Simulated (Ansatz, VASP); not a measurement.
# Two plane-wave programs on SiC

Contents of INCAR:

```
ALGO     = Normal         # electronic algorithm
EDIFF    = 1E-6           # SCF threshold, eV
ENCUT    = 600            # plane-wave cutoff, eV
GGA      = PS             # functional
GGA_COMPAT= F            
ISIF     = 2              # what is computed and relaxed
ISMEAR   = 0              # smearing method
LASPH    = T              # aspherical terms in the spheres
LCHARG   = F              # write CHGCAR
LREAL    = F              # projectors in reciprocal space
LWAVE    = F              # write WAVECAR
NBANDS   = 11             # bands
NELM     = 120            # most SCF steps
PREC     = Accurate       # precision mode
SIGMA    = 0.01           # smearing width, eV
```

File KPOINTS:

```
k-points
0
Gamma
  8 8 8
```

The input POSCAR:

```
SiC
1.0
    0.0000000000      2.2170688130      2.2170688130
    2.2170688130      0.0000000000      2.2170688130
    2.2170688130      2.2170688130      0.0000000000
Si C
1 1
Direct
    0.0000000000      0.0000000000      0.0000000000
    0.2500000000      0.2500000000      0.2500000000
```

Input for Ansatz:

```yaml
crystal:
  lattice:
    - [0.0, 2.217068812990569, 2.217068812990569]
    - [2.217068812990569, 0.0, 2.217068812990569]
    - [2.217068812990569, 2.217068812990569, 0.0]
  atoms:
    - { symbol: Si, position: [0.0, 0.0, 0.0] }
    - { symbol: C, position: [0.25, 0.25, 0.25] }
basis:
  ecutwfc: 500.0
kpoints:
  mp_grid:
    grid: [8, 8, 8]
hamiltonian:
  xc: pbesol
scf:
  occupations:
    method: fixed
output:
  stress: true
```

Alike in both runs: task single point; functional PBEsol; k mesh 8 × 8 × 8; no spin polarisation.

```csv
,VASP,Ansatz
version,VASP 6.6.1,Ansatz 0.2.0
potentials or method,"VASP PAW PBE potentials, release 64 (Si, C), cutoff 600 eV","plane waves, PAW"
occupations,"gaussian, width 0.01 eV",fixed
valence electrons in the cell,8,8
```

```tsv
	VASP	Ansatz	Ansatz less VASP
pressure (GPa)	-10.4	-10.6	-0.20
```

VASP's potentials were made for PBE, not for PBEsol.
